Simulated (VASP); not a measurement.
# Si (a cell with a defect) in VASP: a series of runs

Si (a cell with a defect) is run at these levels: PBEsol, r2SCAN; tasks: relaxation of the atoms, single point.

Program: VASP 6.6.1. These are calculated values, not measurements. Logs are shortened: lines on timing, memory, paths and dates and some standing lists are left out, and cuts for length are marked.

## 1. The cell of the first run

The cell holds a defect, 65 atoms: a = 10.866 Å, b = 10.866 Å, c = 10.866 Å, α = 90.00°, β = 90.00°, γ = 90.00°.

## 2. Relaxation of the atoms, PBEsol

Contents of INCAR:

```
SYSTEM = Si
  ALGO = Normal
  EDIFF = 1E-7
  EDIFFG = -0.03
  ENCUT = 450
  GGA = PS
  GGA_COMPAT = .False.
  IBRION = 2
  ISIF = 2
  ISMEAR = -1
  ISYM = -1
  KPAR = 1
  LASPH = .True.
  LCHARG = .False.
  LREAL = Auto
  LWAVE = .False.
  NELM = 120
  NELMIN = 4
  NSW = 100
  PREC = Accurate
  SIGMA = 0.05
```

Contents of KPOINTS:

```
explicit points
1
Reciprocal
  0.25000000   0.25000000   0.25000000 1
```

Contents of POSCAR:

```
Si
1.0
   10.8655790000      0.0000000000      0.0000000000
    0.0000000000     10.8655790000      0.0000000000
    0.0000000000      0.0000000000     10.8655790000
Si
65
Direct
    0.9994940000      0.0010390000      0.0002850000
    0.0009950000      0.9995460000      0.5000990000
    0.9985610000      0.4966840000      0.9978630000
    0.0027610000      0.4997650000      0.4947030000
    0.4993190000      0.0023550000      0.9982100000
    0.5012460000      0.9982510000      0.4997850000
    0.5000620000      0.4981750000      0.0001530000
    0.4222580000      0.4222810000      0.4985390000
    0.1260630000      0.1234040000      0.1299500000
    0.1284730000      0.1263790000      0.6289950000
    0.1251240000      0.6239690000      0.1264160000
    0.1248610000      0.6215890000      0.6222290000
    0.6234840000      0.1233480000      0.1292220000
    0.6249690000      0.1261250000      0.6271730000
    0.6256690000      0.6243260000      0.1240190000
    0.6252900000      0.6240930000      0.6273450000
    0.2490170000      0.2468290000      0.9974360000
    0.2527140000      0.2527890000      0.4987220000
    0.2481450000      0.7494790000      0.0018940000
    0.2502750000      0.7505240000      0.4955900000
    0.7495740000      0.2528670000      0.9988510000
    0.7512460000      0.2521970000      0.4981120000
    0.7514750000      0.7480580000      0.0001610000
    0.7519360000      0.7518350000      0.4976570000
    0.3734590000      0.3740390000      0.1241630000
    0.3727240000      0.3745390000      0.6239920000
    0.3766250000      0.8713700000      0.1216560000
    0.3739610000      0.8789380000      0.6244530000
    0.8730980000      0.3768220000      0.1267430000
    0.8738190000      0.3705280000      0.6253060000
    0.8758240000      0.8778560000      0.1268900000
    0.8765710000      0.8722230000      0.6242820000
    0.2509440000      0.0014400000      0.2500970000
    0.2506600000      0.0013600000      0.7503010000
    0.2488870000      0.4994630000      0.2509390000
    0.2512850000      0.4989520000      0.7495310000
    0.7515300000      0.9947880000      0.2510240000
    0.7550590000      0.0000100000      0.7478340000
    0.7504730000      0.5020480000      0.2515580000
    0.7488840000      0.4990730000      0.7497730000
    0.3762270000      0.1262950000      0.3734890000
    0.3721890000      0.1244560000      0.8745120000
    0.3768180000      0.6254030000      0.3725650000
    0.3763650000      0.6254960000      0.8708660000
    0.8752930000      0.1233350000      0.3743670000
    0.8765220000      0.1264280000      0.8792400000
    0.8749440000      0.6297110000      0.3732280000
    0.8734260000      0.6277200000      0.8751650000
    0.9985580000      0.2497300000      0.2487930000
    0.0008500000      0.2490950000      0.7504070000
    0.0011010000      0.7475330000      0.2507300000
    0.9988440000      0.7495700000      0.7511730000
    0.5013530000      0.2514430000      0.2486990000
    0.5016650000      0.2492490000      0.7502130000
    0.4995180000      0.7505340000      0.2480960000
    0.4997340000      0.7494050000      0.7516730000
    0.1274950000      0.3733450000      0.3756700000
    0.1260460000      0.3743500000      0.8749760000
    0.1245890000      0.8724360000      0.3784370000
    0.1220930000      0.8751670000      0.8775290000
    0.6248460000      0.3761360000      0.3723800000
    0.6250920000      0.3766080000      0.8714640000
    0.6256100000      0.8761060000      0.3730970000
    0.6236110000      0.8758790000      0.8724810000
    0.5828070000      0.5775210000      0.4989660000
```

Potentials or basis: VASP PAW PBE potentials, release 64 (Si).

Started as:

```sh
> cat potpaw_PBE.64/Si/POTCAR > POTCAR
> mpirun -np 4 vasp_std > vasp.out
```

OUTCAR:

```text
SYSTEM = Si
   EDIFF = 1E-7
   EDIFFG = -0.03
   ENCUT = 450
   GGA = PS
   IBRION = 2
   ISIF = 2
   ISMEAR = -1
   ISYM = -1
   LASPH = .True.
   LREAL = Auto
   NELM = 120
   NELMIN = 4
   NSW = 100
   PREC = Accurate

 ion  position               nearest neighbor table
   1  0.999  0.001  0.000-  46 2.32  60 2.33  31 2.34   9 2.38
   2  0.001  1.000  0.500-  59 2.34  45 2.35  32 2.36  10 2.40
   3  0.999  0.497  0.998-  58 2.34  29 2.35  48 2.38  11 2.40
   4  0.003  0.500  0.495-  57 2.32  12 2.33  47 2.38  30 2.44
   5  0.499  0.002  0.998-  42 2.34  13 2.36  64 2.36  27 2.37
   6  0.501  0.998  0.500-  28 2.33  63 2.34  14 2.38  41 2.38
   7  0.500  0.498  0.000-  25 2.35  62 2.35  15 2.36  44 2.39
   8  0.422  0.422  0.499-  26 1.55  65 2.43  18 2.60  61 2.64  43 2.64
   9  0.126  0.123  0.130-  33 2.30  49 2.34   1 2.38  17 2.38
  10  0.128  0.126  0.629-  34 2.31  50 2.33  18 2.39   2 2.40
  11  0.125  0.624  0.126-  51 2.33  35 2.34  19 2.34   3 2.40
  12  0.125  0.622  0.622-   4 2.33  36 2.36  20 2.39  52 2.40
  13  0.623  0.123  0.129-  53 2.32   5 2.36  37 2.37  21 2.42
  14  0.625  0.126  0.627-  54 2.32  38 2.37   6 2.38  22 2.39
  15  0.626  0.624  0.124-  23 2.34  39 2.35   7 2.36  55 2.36
  16  0.625  0.624  0.627-  65 1.55  40 2.33  56 2.35  24 2.41
  17  0.249  0.247  0.997-  42 2.31  58 2.34  25 2.37   9 2.38
[... 41 lines left out ...]
  59  0.125  0.872  0.378-  20 2.29   2 2.34  51 2.36  33 2.41
  60  0.122  0.875  0.878-   1 2.33  52 2.35  19 2.36  34 2.40
  61  0.625  0.376  0.372-  53 2.33  39 2.34  22 2.36  65 2.62   8 2.64
  62  0.625  0.377  0.871-  40 2.31  54 2.33   7 2.35  21 2.36
  63  0.626  0.876  0.373-  37 2.30   6 2.34  24 2.35  55 2.36
  64  0.624  0.876  0.872-  56 2.33   5 2.36  38 2.39  23 2.40
  65  0.583  0.578  0.499-  16 1.55   8 2.43  61 2.62  24 2.64  43 2.68

 -----------------------------------------------------------------------------
|                                                                             |
|           W    W    AA    RRRRR   N    N  II  N    N   GGGG   !!!           |
|           W    W   A  A   R    R  NN   N  II  NN   N  G    G  !!!           |
|           W    W  A    A  R    R  N N  N  II  N N  N  G       !!!           |
|           W WW W  AAAAAA  RRRRR   N  N N  II  N  N N  G  GGG   !            |
|           WW  WW  A    A  R   R   N   NN  II  N   NN  G    G                |
|           W    W  A    A  R    R  N    N  II  N    N   GGGG   !!!           |
|                                                                             |
|     The distance between some ions is very small. Please check the          |
|     nearest-neighbor list in the OUTCAR file.                               |
|     I HOPE YOU KNOW WHAT YOU ARE DOING!                                     |
|                                                                             |
 -----------------------------------------------------------------------------

IMPORTANT INFORMATION: All symmetrisations will be switched off!
NOSYMM: (Re-)initialisation of all symmetry stuff for point group C_1.

----------------------------------------------------------------------------------------

                                     Primitive cell

  volume of cell :    1282.7990

  direct lattice vectors                    reciprocal lattice vectors
    10.865579000  0.000000000  0.000000000     0.092033752  0.000000000  0.000000000
     0.000000000 10.865579000  0.000000000     0.000000000  0.092033752  0.000000000
     0.000000000  0.000000000 10.865579000     0.000000000  0.000000000  0.092033752

  length of vectors
    10.865579000 10.865579000 10.865579000     0.092033752  0.092033752  0.092033752

  position of ions in fractional coordinates (direct lattice)
     0.999494000  0.001039000  0.000285000
     0.000995000  0.999546000  0.500099000
     0.998561000  0.496684000  0.997863000
     0.002761000  0.499765000  0.494703000
     0.499319000  0.002355000  0.998210000
     0.501246000  0.998251000  0.499785000
[... 39 lines left out ...]
   IMIX   =      4    mixing-type and parameters
     AMIX     =   0.40;   BMIX     =  1.00
     AMIX_MAG =   1.60;   BMIX_MAG =  1.00
  volume/ion in A,a.u.               =      19.74       133.18
  Fermi-wavevector in a.u.,A,eV,Ry     =   0.961641  1.817238 12.582040  0.924754
  Thomas-Fermi vector in A             =   2.091031
   LORBIT       =      0    0 simple, 1 ext, 2 COOP (PROOUT), +10 PAW based schemes
   GGA     = PS    functional components
   LHFCALC =     F    Hartree Fock is set to
   AEXX    =    0.0000 exact exchange contribution
   IVDW    =     0    specifies the selected vdW correction
   LEPSILON=     F    determine dielectric tensor
   LRPA    =     F    only Hartree local field effects (RPA)
 conjugate gradient relaxation of ions
 non-spin polarized calculation
  energy-cutoff  :      450.00
  volume of cell :     1282.80
 maximum number of plane-waves:     27841
 NGX is ok and might be reduce to    80
   NGX = 37   NGY = 37   NGZ = 37

--------------------------------------- Ionic step        1  -------------------------------------------

 number of electron     260.0000003 magnetization

 Free energy of the ion-electron system (eV)
  ---------------------------------------------------
  ext. energy  EPLUGINS =         0.00000000
  ---------------------------------------------------
  free energy    TOTEN  =      -352.41734047 eV

  energy without entropy =     -352.35683722  energy(sigma->0) =     -352.38708885

------------------------ aborting loop because EDIFF is reached ----------------------------------------

  FORCE on cell =-STRESS in cart. coord.  units (eV):
  Direction    XX          YY          ZZ          XY          YZ          ZX
  --------------------------------------------------------------------------------------
  -------------------------------------------------------------------------------------
  Total       11.5135386     11.4014470     96.0526747      1.1203610    -10.2657093    -14.5812377
  in kB       14.3800628     14.2400637    119.9668965      1.3992972    -12.8215615    -18.2115265
  external PRESSURE =      49.5290077 kB  Pullay stress =       0.0000000 kB
[... 278 lines left out ...]
  FREE ENERGIE OF THE ION-ELECTRON SYSTEM (eV)
  ---------------------------------------------------
  free  energy   TOTEN  =      -364.9508575970 eV

  energy  without entropy=     -364.9265889129  energy(sigma->0) =     -364.93872325

[... ionic steps 4 to 26 ...]

--------------------------------------- Ionic step       27  -------------------------------------------

 number of electron     260.0000008 magnetization

------------------------ aborting loop because EDIFF is reached ----------------------------------------
[... 193 lines left out ...]
--------------------------------------- Ionic step       29  -------------------------------------------

 number of electron     260.0000008 magnetization

 Free energy of the ion-electron system (eV)
  ---------------------------------------------------
  ext. energy  EPLUGINS =         0.00000000
  ---------------------------------------------------
  free energy    TOTEN  =      -370.17573579 eV

  energy without entropy =     -370.17314326  energy(sigma->0) =     -370.17443952

 E-fermi :   6.1202     XC(G=0):  -9.6173

 val. band max:        5.7995825355   @ k =   0.2500   0.2500   0.2500
 cond. band min:       6.4395594030   @ k =   0.2500   0.2500   0.2500
 fundamental gap:      0.6399768675
 Fermi energy:         6.1202315550

 k-point     1 :       0.2500    0.2500    0.2500
  band No.  band energies     occupation
      1      -6.1943      2.00000
      2      -5.6747      2.00000
      3      -5.3767      2.00000
      4      -5.3758      2.00000
      5      -5.0297      2.00000
      6      -4.8731      2.00000
[... 134 lines left out ...]
    141       7.6845      0.00000
    142       7.7316      0.00000
 [bands above 142 left out]

------------------------ aborting loop because EDIFF is reached ----------------------------------------

  FORCE on cell =-STRESS in cart. coord.  units (eV):
  Direction    XX          YY          ZZ          XY          YZ          ZX
  --------------------------------------------------------------------------------------
  -------------------------------------------------------------------------------------
  Total        8.3520430      8.3492820      3.5167840     -7.6080173    -11.6976424    -11.6883476
  in kB       10.4314501     10.4280016      4.3923573     -9.5021844    -14.6100029    -14.5983940
  external PRESSURE =       8.4172697 kB  Pullay stress =       0.0000000 kB
[... 80 lines left out ...]
  FREE ENERGIE OF THE ION-ELECTRON SYSTEM (eV)
  ---------------------------------------------------
  free  energy   TOTEN  =      -370.1757357875 eV

  energy  without entropy=     -370.1731432603  energy(sigma->0) =     -370.17443952

 reached required accuracy - stopping structural energy minimisation
```

Run time: 72 min. Hardware: 4 MPI ranks of AMD EPYC, shared host; peak memory 0.38 GiB.

Results:

* Free energy: -370.1757 eV
* Pressure after relaxing: 0.8 GPa
* Largest force after relaxing: 0.016 eV/Å
* Band gap on the k mesh: 0.64 eV

Forces in eV/Å, atoms in the order of the input:
```
Si  -0.004 -0.005  0.014
Si   0.004  0.005 -0.014
Si  -0.005  0.005  0.001
Si   0.002 -0.003  0.006
Si  -0.004 -0.001  0.006
Si   0.003 -0.002  0.006
Si   0.001 -0.003 -0.011
Si   0.002  0.008  0.007
Si   0.005  0.014  0.005
Si  -0.002  0.003 -0.004
Si  -0.006 -0.002  0.003
Si   0.003  0.004 -0.003
Si   0.003 -0.005 -0.001
Si   0.001  0.003  0.005
Si  -0.003  0.000  0.000
Si   0.002 -0.003  0.001
Si   0.000  0.006 -0.002
Si  -0.003  0.000 -0.002
Si   0.001 -0.003 -0.004
Si   0.001 -0.003  0.004
Si   0.002 -0.004  0.002
Si  -0.002  0.005 -0.005
Si  -0.004 -0.001 -0.009
Si   0.007  0.005  0.001
Si   0.005 -0.001 -0.004
Si   0.002  0.006  0.013
Si  -0.005  0.003 -0.001
Si  -0.003 -0.005 -0.001
Si   0.002 -0.007  0.008
Si  -0.008  0.001 -0.005
Si  -0.006 -0.006  0.005
Si   0.002  0.006 -0.002
Si   0.001  0.001  0.013
Si   0.005 -0.003  0.000
Si  -0.005  0.004 -0.010
Si   0.007 -0.011  0.000
Si  -0.006 -0.003  0.007
Si  -0.005  0.005 -0.006
Si  -0.001  0.000 -0.003
Si  -0.007  0.000 -0.004
Si   0.004  0.000  0.004
Si   0.006  0.000 -0.003
Si   0.008 -0.008 -0.005
Si  -0.009  0.003  0.000
Si   0.004  0.000 -0.004
Si   0.016  0.002  0.005
Si  -0.003 -0.001  0.005
Si   0.005 -0.012  0.003
Si   0.000 -0.007  0.004
Si   0.001 -0.001 -0.004
Si  -0.004 -0.005  0.006
Si   0.005 -0.001 -0.002
Si   0.003 -0.001 -0.010
Si   0.000 -0.001 -0.001
Si   0.003 -0.001  0.000
Si   0.002  0.000 -0.009
Si   0.000  0.006  0.006
Si  -0.001  0.006  0.001
Si  -0.002  0.001 -0.010
Si  -0.004  0.008  0.000
Si  -0.002  0.005 -0.004
Si  -0.003  0.003 -0.004
Si  -0.004 -0.002  0.006
Si  -0.003 -0.002 -0.001
Si   0.000 -0.004  0.000
```

Stress tensor (GPa, compression positive):
```
 1.04 -0.95 -1.46
-0.95  1.04 -1.46
-1.46 -1.46  0.44
```

Final structure:
```
CELL_PARAMETERS angstrom
10.86558 0.00000 0.00000
0.00000 10.86558 0.00000
0.00000 0.00000 10.86558
ATOMIC_POSITIONS crystal
Si 0.00036 0.99997 0.00150
Si 0.00036 0.99998 0.50008
Si 0.00064 0.50028 0.99880
Si 0.00014 0.49972 0.50059
Si 0.50078 0.00009 0.99887
Si 0.50007 0.99974 0.50053
Si 0.50098 0.50050 0.00015
Si 0.41775 0.41712 0.42443
Si 0.12525 0.12480 0.12736
Si 0.12074 0.12033 0.63093
Si 0.12420 0.62564 0.12605
Si 0.12347 0.62417 0.62842
Si 0.62597 0.12381 0.12610
Si 0.62459 0.12296 0.62839
Si 0.62578 0.62522 0.12652
Si 0.62816 0.62773 0.62700
Si 0.24982 0.24926 0.00107
Si 0.24435 0.24390 0.50922
Si 0.25182 0.75002 0.00424
Si 0.24643 0.75188 0.50532
Si 0.75043 0.25128 0.00416
Si 0.75239 0.24591 0.50543
Si 0.74990 0.74945 0.00053
Si 0.75630 0.75584 0.50801
Si 0.37606 0.37574 0.12467
Si 0.37062 0.37011 0.63160
Si 0.37737 0.87857 0.12698
Si 0.37561 0.87583 0.62690
Si 0.87910 0.37686 0.12681
Si 0.87634 0.37516 0.62698
Si 0.87528 0.87488 0.12595
Si 0.87981 0.87923 0.62955
Si 0.25058 0.00043 0.25157
Si 0.24955 0.99819 0.75315
Si 0.24873 0.49601 0.25121
Si 0.24993 0.50032 0.75235
Si 0.75055 0.00006 0.25024
Si 0.75081 0.00034 0.75346
Si 0.75337 0.50397 0.25182
Si 0.74944 0.49832 0.75040
Si 0.37281 0.12538 0.38011
Si 0.37527 0.12514 0.87593
Si 0.36600 0.63498 0.36961
Si 0.37513 0.62566 0.87709
Si 0.87575 0.12472 0.37614
Si 0.87400 0.12627 0.87921
Si 0.87700 0.62855 0.37919
Si 0.87420 0.62521 0.87526
Si 0.00094 0.25027 0.25164
Si 0.99863 0.24911 0.75324
Si 0.00048 0.75018 0.25028
Si 0.00099 0.75040 0.75353
Si 0.49633 0.24834 0.25120
Si 0.50071 0.24946 0.75241
Si 0.50453 0.75282 0.25185
Si 0.49872 0.74894 0.75041
Si 0.12586 0.37247 0.38018
Si 0.12573 0.37477 0.87590
Si 0.12514 0.87535 0.37624
Si 0.12686 0.87369 0.87934
Si 0.63553 0.36544 0.36959
Si 0.62618 0.37460 0.87708
Si 0.62901 0.87654 0.37921
Si 0.62557 0.87371 0.87530
Si 0.57719 0.57668 0.42292
```

Caveat: semilocal functionals underestimate gaps, and a narrow one can read as zero; the PAW data sets were made with another functional, which shifts forces and pressure a little.

[end of part 1 of 2]
